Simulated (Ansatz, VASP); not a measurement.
**CoSbH4: VASP beside Ansatz**

```
Co Sb H
1.0
     2.76779    0.00000    0.00000
     0.00000    2.76779    0.00000
     0.00000    0.00000    9.04905
Co Sb H
1 1 4
Direct
  0.50000 0.50000 0.50000
  0.00000 0.00000 0.00000
  0.50000 0.00000 0.60081
  0.00000 0.50000 0.39919
  0.50000 0.00000 0.39919
  0.00000 0.50000 0.60081
```

Change from the starting cell: species swapped into the NbVH4 type (P4/mmm, No. 123).

Alike in both runs: task relaxation of cell and atoms; functional PBE; k mesh 12 × 12 × 4; occupations gaussian, width 0.1 eV; no spin polarisation.

|  | VASP | Ansatz |
| --- | --- | --- |
| version | VASP 6.6.1 | Ansatz 0.2.0 |
| potentials or method | VASP PAW PBE potentials, release 64 (Co, Sb, H), cutoff 600 eV | scalar-relativistic, plane waves, PAW |
| valence electrons in the cell | 18 | 36 |

```csv
,VASP,Ansatz,Ansatz less VASP
"gap on the k mesh at the Fermi level, each at its own relaxed structure (eV)",none,none,-
relaxed volume (Å³/atom),11.54,11.53,-0.010
relaxed length of the cell vector where the two differ most in proportion (Å),9.111,9.121,+0.0101
```

A gap of «none» marks a metal or a gap that the smearing closes. VASP's potentials hold 18 valence electrons a cell and Ansatz's 36, so a difference there can come from the potentials and not from the codes.

Spin-orbit coupling is off throughout.
